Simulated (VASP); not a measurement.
**K: single point with PBEsol**

K:

```
K
1.0
    -2.75047    2.75047    2.75047
     2.75047   -2.75047    2.75047
     2.75047    2.75047   -2.75047
K
1
Direct
  0.00000 0.00000 0.00000
```

```yaml
Program: VASP 6.6.1
Task: single point
Functional: PBEsol
Potentials_or_basis: VASP PAW PBE potentials, release 64 (K_sv)
Cutoff: 520 eV
k_mesh: 7 × 7 × 7
Occupations: fermi-dirac, width 0.05 eV
Spin: no spin polarisation
```

```yaml
Pressure: -0.5 GPa
```

Levels at points of the mesh, in eV from the Fermi level:
| k point | band 1 | band 2 | band 3 | band 4 | band 5 | band 6 | band 7 | band 8 | band 9 | band 10 |
| --- | --- | --- | --- | --- | --- | --- | --- | --- | --- | --- |
| (0.00, 0.00, 0.00) | -32.08 | -15.59 | -15.59 | -15.59 | -1.98 | 4.17 | 4.17 | 4.17 | 5.02 | 5.02 |

Run time: 6.3 s on 1 thread of Intel(R) Xeon(R) 6975P-C (Granite Rapids), on a shared host, peak memory 0.19 GiB.

Caveat: the PAW data sets were made with another functional, which shifts forces and pressure a little.
